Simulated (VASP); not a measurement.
# Si (Fd-3m) in VASP: notebook

Runs on Si. Level: PBEsol. Tasks: single point, relaxation of the atoms.

All numbers are computed with VASP 6.6.1; they aren't measurements. Logs are shortened: lines on timing, memory, paths and dates and some standing lists are left out, and cuts for length are marked.

## 1. The cell of the first run

The structure is cubic, space group Fd-3m (No. 227). Conventional cell: a = 5.379 Å, b = 5.379 Å, c = 5.379 Å, α = 90.00°, β = 90.00°, γ = 90.00°. Si (site symmetry -43m) has 4 Si at 2.33 Å within 3.1 Å.

## 2. Single point, PBEsol

INCAR

```
ALGO = Normal ; EDIFF = 1E-6
ENCUT = 500 ; GGA = PS
GGA_COMPAT = F ; ISIF = 2
ISMEAR = 0 ; LASPH = T
LCHARG = F ; LREAL = F
LWAVE = F ; NBANDS = 11
NELM = 120 ; PREC = Accurate
SIGMA = 0.01
```

KPOINTS

```
k-points
0
Gamma
  10 10 10
```

POSCAR

```
Si
1.0
    0.0000000000      2.6896621261      2.6896621261
    2.6896621261      0.0000000000      2.6896621261
    2.6896621261      2.6896621261      0.0000000000
Si
2
Direct
    0.0000000000      0.0000000000      0.0000000000
    0.2500000000      0.2500000000      0.2500000000
```

Potentials or basis: VASP PAW PBE potentials, release 64 (Si).

Launch:

```bash
cat potpaw_PBE.64/Si/POTCAR > POTCAR
mpirun -np 1 vasp_std > vasp.out
```

OUTCAR:

```text
EDIFF = 1E-6
   ENCUT = 500
   GGA = PS
   ISIF = 2
   ISMEAR = 0
   LASPH = T
   LREAL = F
   NELM = 120
   PREC = Accurate

 ion  position               nearest neighbor table
   1  0.000  0.000  0.000-   2 2.33   2 2.33   2 2.33   2 2.33
   2  0.250  0.250  0.250-   1 2.33   1 2.33   1 2.33   1 2.33

  LATTYP: Found a face centered cubic cell.
 ALAT       =     5.3793242522

  Lattice vectors:

 A1 = (   0.0000000000,   2.6896621261,   2.6896621261)
 A2 = (   2.6896621261,   0.0000000000,   2.6896621261)
 A3 = (   2.6896621261,   2.6896621261,   0.0000000000)

Analysis of symmetry for initial positions (statically):
=====================================================================
 Subroutine PRICEL returns:
 Original cell was already a primitive cell.

 Routine SETGRP: Setting up the symmetry group for a
 face centered cubic supercell.

 Subroutine GETGRP returns: Found 48 space group operations
 (whereof 24 operations were pure point group operations)
 out of a pool of 48 trial point group operations.

The static configuration has the point symmetry T_d .
 The point group associated with its full space group is O_h .

Analysis of symmetry for dynamics (positions and initial velocities):
=====================================================================
 Subroutine PRICEL returns:
 Original cell was already a primitive cell.

 Routine SETGRP: Setting up the symmetry group for a
 face centered cubic supercell.

 Subroutine GETGRP returns: Found 48 space group operations
 (whereof 24 operations were pure point group operations)
 out of a pool of 48 trial point group operations.

The dynamic configuration has the point symmetry T_d .
 The point group associated with its full space group is O_h .

 Subroutine INISYM returns: Found 48 space group operations
 (whereof 24 operations are pure point group operations),
 and found     1 'primitive' translations

----------------------------------------------------------------------------------------

                                     Primitive cell

  volume of cell :      38.9156

  direct lattice vectors                    reciprocal lattice vectors
     0.000000000  2.689662126  2.689662126    -0.185896955  0.185896955  0.185896955
     2.689662126  0.000000000  2.689662126     0.185896955 -0.185896955  0.185896955
     2.689662126  2.689662126  0.000000000     0.185896955  0.185896955 -0.185896955

  length of vectors
     3.803756657  3.803756657  3.803756657     0.321982972  0.321982972  0.321982972

  position of ions in fractional coordinates (direct lattice)
     0.000000000  0.000000000  0.000000000
     0.250000000  0.250000000  0.250000000

  ion indices of the primitive-cell ions
   primitive index   ion index
                 1           1
                 2           2

----------------------------------------------------------------------------------------

 KPOINTS: k-points

Automatic generation of k-mesh.
 Grid dimensions read from file:
 generate k-points for:   10   10   10

 Generating k-lattice:

  Cartesian coordinates                     Fractional coordinates (reciprocal lattice)
    -0.018589696  0.018589696  0.018589696     0.100000000  0.000000000  0.000000000
     0.018589696 -0.018589696  0.018589696     0.000000000  0.100000000  0.000000000
     0.018589696  0.018589696 -0.018589696     0.000000000  0.000000000  0.100000000

  Length of vectors
     0.032198297  0.032198297  0.032198297

  Shift w.r.t. Gamma in fractional coordinates (k-lattice)
     0.000000000  0.000000000  0.000000000

 Subroutine IBZKPT returns following result:
 ===========================================

 Found     47 irreducible k-points:

 Following reciprocal coordinates:
            Coordinates               Weight
  0.000000  0.000000  0.000000      1.000000
  0.100000  0.000000  0.000000      8.000000
  0.200000  0.000000  0.000000      8.000000
  0.300000  0.000000  0.000000      8.000000
  0.400000  0.000000  0.000000      8.000000
  0.500000  0.000000  0.000000      4.000000
[... 16 lines left out ...]
  0.300000  0.300000  0.000000      6.000000
  0.400000  0.300000  0.000000     24.000000
 [... further k-points ...]
   k-points           NKPTS =     47   k-points in BZ     NKDIM =     47   number of bands    NBANDS=     11
   number of dos      NEDOS =    301   number of ions     NIONS =      2
   total plane-waves  NPLWV =  21952
   dimension x,y,z NGX =    28 NGY =   28 NGZ =   28
   dimension x,y,z NGXF=    56 NGYF=   56 NGZF=   56
   ions per type =               2
   NGX,Y,Z   is equivalent  to a cutoff of  12.24, 12.24, 12.24 a.u.
   NGXF,Y,Z  is equivalent  to a cutoff of  24.48, 24.48, 24.48 a.u.
 SYSTEM =  unknown system
   PREC   = accura    normal or accurate (medium, high low for compatibility)
   ISTART =      0    job   : 0-new  1-cont  2-samecut
   ICHARG =      2    charge: 1-file 2-atom 10-const
   ISPIN  =      1    spin polarized calculation?
   LNONCOLLINEAR =      F non collinear calculations
   LSORBIT =      F    spin-orbit coupling
   LASPH  =      T    aspherical Exc in radial PAW
   ENCUT  =  500.0 eV  36.75 Ry    6.06 a.u.   6.94  6.94  6.94*2*pi/ulx,y,z
   NELM   =    120;   NELMIN=  2; NELMDL= -5     # of ELM steps
   EDIFF  = 0.1E-05   stopping-criterion for ELM
   LREAL  =      F    real-space projection
   EDIFFG = 0.1E-04   stopping-criterion for IOM
   NSW    =      0    number of steps for IOM
   IBRION =     -1    ionic relax: 0-MD 1-quasi-New 2-CG
   NFREE  =      0    steps in history (QN), initial steepest desc. (CG)
   ISIF   =      2    stress and relaxation
   ISYM   =      2    0-nonsym 1-usesym 2-fastsym
   POTIM  = 0.5000    time-step for ionic-motion
   TEBEG  =    0.0;   TEEND  =   0.0 temperature during run
   PSTRESS=    0.0 pullay stress
   NELECT =       8.0000    total number of electrons
   NUPDOWN=      -1.0000    fix difference up-down
   EMIN   =  10.00;   EMAX   =-10.00  energy-range for DOS
   EFERMI =   0.00;   METHOD = LEGACY
   ISMEAR =     0;   SIGMA  =   0.01  broadening in eV -4-tet -1-fermi 0-gaus
   EFERMI_NEDOS =   21; number of points for ismear=-14 and -15
   IALGO  =     38    algorithm
   IMIX   =      4    mixing-type and parameters
     AMIX     =   0.40;   BMIX     =  1.00
     AMIX_MAG =   1.60;   BMIX_MAG =  1.00
  volume/ion in A,a.u.               =      19.46       131.31
  Fermi-wavevector in a.u.,A,eV,Ry     =   0.966193  1.825840 12.701425  0.933528
  Thomas-Fermi vector in A             =   2.095973
   LORBIT       =      0    0 simple, 1 ext, 2 COOP (PROOUT), +10 PAW based schemes
   GGA     = PS    functional components
   LHFCALC =     F    Hartree Fock is set to
   AEXX    =    0.0000 exact exchange contribution
   IVDW    =     0    specifies the selected vdW correction
   LEPSILON=     F    determine dielectric tensor
   LRPA    =     F    only Hartree local field effects (RPA)
 non-spin polarized calculation
 Gauss-broadening in eV      SIGMA  =   0.01
  energy-cutoff  :      500.00
  volume of cell :       38.92
 maximum number of plane-waves:       999
   NGX = 13   NGY = 13   NGZ = 13

 number of electron       8.0000001 magnetization

 Free energy of the ion-electron system (eV)
  ---------------------------------------------------
  ext. energy  EPLUGINS =         0.00000000
  ---------------------------------------------------
  free energy    TOTEN  =       -11.48084520 eV

  energy without entropy =      -11.48084520  energy(sigma->0) =      -11.48084520

 E-fermi :   6.1719     XC(G=0):  -9.6634

 val. band max:        6.0827605245   @ k =   0.0000   0.0000   0.0000
 cond. band min:       6.4987754721   @ k =   0.4000   0.4000   0.0000
 fundamental gap:      0.4160149476
 Fermi energy:         6.1719073413

 k-point     1 :       0.0000    0.0000    0.0000
  band No.  band energies     occupation
      1      -6.1070      2.00000
      2       6.0828      2.00000
      3       6.0828      2.00000
      4       6.0828      2.00000
      5       8.6109      0.00000
      6       8.6109      0.00000
      7       8.6109      0.00000
      8       9.7355      0.00000
      9      13.7860      0.00000
     10      13.7860      0.00000
     11      13.9105      0.00000

 k-point     2 :       0.1000    0.0000    0.0000
  band No.  band energies     occupation
      1      -5.9724      2.00000
      2       4.9208      2.00000
      3       5.8755      2.00000
      4       5.8755      2.00000
      5       8.6681      0.00000
      6       8.9148      0.00000
      7       8.9148      0.00000
      8      10.6044      0.00000
      9      13.4031      0.00000
     10      13.4031      0.00000
     11      14.4738      0.00000

 k-point     3 :       0.2000    0.0000    0.0000
  band No.  band energies     occupation
      1      -5.5744      2.00000
      2       3.0167      2.00000
      3       5.4830      2.00000
      4       5.4830      2.00000
      5       8.3319      0.00000
      6       9.4303      0.00000
      7       9.4303      0.00000
      8      12.3277      0.00000
      9      13.0704      0.00000
     10      13.0704      0.00000
     11      15.1264      0.00000

 k-point     4 :       0.3000    0.0000    0.0000
  band No.  band energies     occupation
      1      -4.9390      2.00000
      2       1.1837      2.00000
      3       5.1415      2.00000
      4       5.1415      2.00000
      5       7.9708      0.00000
      6       9.5739      0.00000
      7       9.5739      0.00000
      8      13.6458      0.00000
      9      13.6458      0.00000
     10      13.7727      0.00000
     11      14.9702      0.00000
[... 239 lines left out ...]
 k-point    22 :      -0.2000    0.2000    0.0000
  band No.  band energies     occupation
      1      -4.7170      2.00000
      2       1.5567      2.00000
      3       2.9483      2.00000
      4       5.2157      2.00000
      5       8.9680      0.00000
      6      10.0710      0.00000
      7      10.3826      0.00000
      8      11.8593      0.00000
      9      12.0981      0.00000
     10      16.8285      0.00000
     11      17.0724      0.00000

 k-point    23 :       0.3000    0.3000    0.0000
  band No.  band energies     occupation
      1      -4.5131      2.00000
      2       1.6515      2.00000
      3       3.7712      2.00000
      4       3.7712      2.00000
      5       6.8044      0.00000
      6       8.3454      0.00000
      7      12.8120      0.00000
      8      12.8120      0.00000
      9      15.4803      0.00000
     10      15.5603      0.00000
     11      18.5820      0.00000

 k-point    24 :       0.4000    0.3000    0.0000
  band No.  band energies     occupation
      1      -3.8811      2.00000
      2       0.6196      2.00000
      3       3.1092      2.00000
      4       3.5616      2.00000
      5       6.9919      0.00000
      6       8.1852      0.00000
      7      13.1345      0.00000
      8      13.2149      0.00000
      9      16.6087      0.00000
     10      17.1332      0.00000
     11      18.3219      0.00000

 [... further k-points ...]
[... 5 lines left out ...]
  --------------------------------------------------------------------------------------
  -------------------------------------------------------------------------------------
  Total        0.7619368      0.7619368      0.7619368      0.0000000      0.0000000      0.0000000
  in kB       31.3694097     31.3694097     31.3694097      0.0000000      0.0000000      0.0000000
  external PRESSURE =      31.3694097 kB  Pullay stress =       0.0000000 kB

 VOLUME and BASIS-vectors are now :
 -----------------------------------------------------------------------------
  energy-cutoff  :      500.00
  volume of cell :       38.92
      direct lattice vectors                 reciprocal lattice vectors
     0.000000000  2.689662126  2.689662126    -0.185896955  0.185896955  0.185896955
     2.689662126  0.000000000  2.689662126     0.185896955 -0.185896955  0.185896955
     2.689662126  2.689662126  0.000000000     0.185896955  0.185896955 -0.185896955

 POSITION                                       TOTAL-FORCE (eV/Angst)
 -----------------------------------------------------------------------------------
      0.00000      0.00000      0.00000        -0.000000     -0.000000     -0.000000
      1.34483      1.34483      1.34483         0.000000      0.000000      0.000000
 -----------------------------------------------------------------------------------
    total drift:                                0.000000      0.000000     -0.000000

  FREE ENERGIE OF THE ION-ELECTRON SYSTEM (eV)
  ---------------------------------------------------
  free  energy   TOTEN  =       -11.4808452044 eV

  energy  without entropy=      -11.4808452044  energy(sigma->0) =      -11.48084520
```

Wall time 12 s (1 thread of Intel Xeon 6975P-C, shared host); peak memory 0.15 GiB.

What came out:

```
Free energy            : -11.4808 eV
Pressure               : 3.1 GPa
Band gap on the k mesh : 0.42 eV, indirect (least direct gap 2.53 eV)
```

Caveat: the PAW data sets were made with another functional, which shifts forces and pressure a little.

## 3. Relaxation of the atoms, PBEsol (strained cell)

INCAR

```
SYSTEM = Si
PREC = Accurate
ENCUT = 450
EDIFF = 1E-7
ISMEAR = 0
SIGMA = 0.02
LREAL = .FALSE.
LASPH = .TRUE.
NELM = 120
ALGO = Normal
ISIF = 2
LWAVE = .FALSE.
LCHARG = .FALSE.
GGA = PS
IBRION = 2
NSW = 60
EDIFFG = -0.002
GGA_COMPAT = .FALSE.
NELMIN = 4
```

KPOINTS

```
Automatic mesh
0
G
  10 10 10
  0 0 0
```

POSCAR is that of step 2.

Potentials or basis: VASP PAW PBE potentials, release 64 (Si).

Launch:

```bash
cat potpaw_PBE.64/Si/POTCAR > POTCAR
mpirun -np 1 vasp_std > vasp.out
```

OUTCAR:

```text
SYSTEM = Si
   PREC = Accurate
   ENCUT = 450
   EDIFF = 1E-7
   ISMEAR = 0
   LREAL = .FALSE.
   LASPH = .TRUE.
   NELM = 120
   ISIF = 2
   GGA = PS
   IBRION = 2
   NSW = 60
   EDIFFG = -0.002
   NELMIN = 4

 ion  position               nearest neighbor table
   1  0.000  0.000  0.000-   2 2.33   2 2.33   2 2.33   2 2.33
   2  0.250  0.250  0.250-   1 2.33   1 2.33   1 2.33   1 2.33

  LATTYP: Found a face centered cubic cell.
 ALAT       =     5.3793242522

  Lattice vectors:

 A1 = (   0.0000000000,   2.6896621261,   2.6896621261)
 A2 = (   2.6896621261,   0.0000000000,   2.6896621261)
 A3 = (   2.6896621261,   2.6896621261,   0.0000000000)

Analysis of symmetry for initial positions (statically):
=====================================================================
 Subroutine PRICEL returns:
 Original cell was already a primitive cell.

 Routine SETGRP: Setting up the symmetry group for a
 face centered cubic supercell.

 Subroutine GETGRP returns: Found 48 space group operations
 (whereof 24 operations were pure point group operations)
 out of a pool of 48 trial point group operations.

The static configuration has the point symmetry T_d .
 The point group associated with its full space group is O_h .

Analysis of symmetry for dynamics (positions and initial velocities):
=====================================================================
 Subroutine PRICEL returns:
 Original cell was already a primitive cell.

 Routine SETGRP: Setting up the symmetry group for a
 face centered cubic supercell.

 Subroutine GETGRP returns: Found 48 space group operations
 (whereof 24 operations were pure point group operations)
 out of a pool of 48 trial point group operations.

The dynamic configuration has the point symmetry T_d .
[... 116 lines left out ...]
   EFERMI_NEDOS =   21; number of points for ismear=-14 and -15
   IALGO  =     38    algorithm
   IMIX   =      4    mixing-type and parameters
     AMIX     =   0.40;   BMIX     =  1.00
     AMIX_MAG =   1.60;   BMIX_MAG =  1.00
  volume/ion in A,a.u.               =      19.46       131.31
  Fermi-wavevector in a.u.,A,eV,Ry     =   0.966193  1.825840 12.701425  0.933528
  Thomas-Fermi vector in A             =   2.095973
   LORBIT       =      0    0 simple, 1 ext, 2 COOP (PROOUT), +10 PAW based schemes
   GGA     = PS    functional components
   LHFCALC =     F    Hartree Fock is set to
   AEXX    =    0.0000 exact exchange contribution
   IVDW    =     0    specifies the selected vdW correction
   LEPSILON=     F    determine dielectric tensor
   LRPA    =     F    only Hartree local field effects (RPA)
 conjugate gradient relaxation of ions
 non-spin polarized calculation
 Gauss-broadening in eV      SIGMA  =   0.02
  energy-cutoff  :      450.00
  volume of cell :       38.92
 maximum number of plane-waves:       869
 NGX is ok and might be reduce to    28
   NGX = 13   NGY = 13   NGZ = 13

 number of electron       8.0000001 magnetization

 Free energy of the ion-electron system (eV)
  ---------------------------------------------------
  ext. energy  EPLUGINS =         0.00000000
  ---------------------------------------------------
  free energy    TOTEN  =       -11.48106188 eV

  energy without entropy =      -11.48106188  energy(sigma->0) =      -11.48106188

 E-fermi :   6.2180     XC(G=0):  -9.6633

 val. band max:        6.0829109468   @ k =   0.0000   0.0000   0.0000
 cond. band min:       6.4989481953   @ k =   0.4000   0.4000   0.0000
 fundamental gap:      0.4160372485
 Fermi energy:         6.2179746604

 k-point     1 :       0.0000    0.0000    0.0000
  band No.  band energies     occupation
      1      -6.1069      2.00000
      2       6.0829      2.00000
      3       6.0829      2.00000
      4       6.0829      2.00000
      5       8.6110      0.00000
      6       8.6110      0.00000
      7       8.6110      0.00000
      8       9.7357      0.00000
[... 243 lines left out ...]
 k-point    24 :       0.4000    0.3000    0.0000
  band No.  band energies     occupation
      1      -3.8810      2.00000
      2       0.6198      2.00000
      3       3.1093      2.00000
      4       3.5617      2.00000
      5       6.9920      0.00000
      6       8.1853      0.00000
      7      13.1348      0.00000
      8      13.2151      0.00000

 [... further k-points ...]
[... 5 lines left out ...]
  --------------------------------------------------------------------------------------
  -------------------------------------------------------------------------------------
  Total        0.7612098      0.7612098      0.7612098     -0.0000000      0.0000000      0.0000000
  in kB       31.3394774     31.3394774     31.3394774     -0.0000000      0.0000000      0.0000000
  external PRESSURE =      31.3394774 kB  Pullay stress =       0.0000000 kB

 VOLUME and BASIS-vectors are now :
 -----------------------------------------------------------------------------
  energy-cutoff  :      450.00
  volume of cell :       38.92
      direct lattice vectors                 reciprocal lattice vectors
     0.000000000  2.689662126  2.689662126    -0.185896955  0.185896955  0.185896955
     2.689662126  0.000000000  2.689662126     0.185896955 -0.185896955  0.185896955
     2.689662126  2.689662126  0.000000000     0.185896955  0.185896955 -0.185896955

 POSITION                                       TOTAL-FORCE (eV/Angst)
 -----------------------------------------------------------------------------------
      0.00000      0.00000      0.00000         0.000000      0.000000      0.000000
      1.34483      1.34483      1.34483        -0.000000     -0.000000     -0.000000
 -----------------------------------------------------------------------------------
    total drift:                                0.000000      0.000000      0.000000

  FREE ENERGIE OF THE ION-ELECTRON SYSTEM (eV)
  ---------------------------------------------------
  free  energy   TOTEN  =       -11.4810618804 eV

  energy  without entropy=      -11.4810618804  energy(sigma->0) =      -11.48106188

 reached required accuracy - stopping structural energy minimisation
```

CONTCAR:

```text
Si
   1.00000000000000
     0.0000000000000000    2.6896621261000000    2.6896621261000000
     2.6896621261000000    0.0000000000000000    2.6896621261000000
     2.6896621261000000    2.6896621261000000    0.0000000000000000
  Si
     2
Direct
     0.0000000000000000    0.0000000000000000    0.0000000000000000
     0.2500000000000000    0.2500000000000000    0.2500000000000000

  0.00000000E+00  0.00000000E+00  0.00000000E+00
  0.00000000E+00  0.00000000E+00  0.00000000E+00
```

Run time: 11 s. Hardware: 1 thread of Intel Xeon 6975P-C, shared host; peak memory 0.14 GiB.

Results:

| Item | Value |
| --- | --- |
| Free energy | -11.4811 eV |
| Pressure after relaxing | 3.1 GPa |
| Band gap on the k mesh | 0.42 eV, indirect (least direct gap 2.53 eV) |

Final structure:
```yaml
crystal:
  lattice:
    - [0.00000, 2.68966, 2.68966]
    - [2.68966, 0.00000, 2.68966]
    - [2.68966, 2.68966, 0.00000]
  atoms:
    - { symbol: Si, position: [0.00000, 0.00000, 0.00000] }
    - { symbol: Si, position: [0.25000, 0.25000, 0.25000] }
```

Caveat: the cell differs from its parent crystal (strained cell); the relaxation stopped at its first step, so nothing moved; the PAW data sets were made with another functional, which shifts forces and pressure a little. A k mesh can miss the band edges.
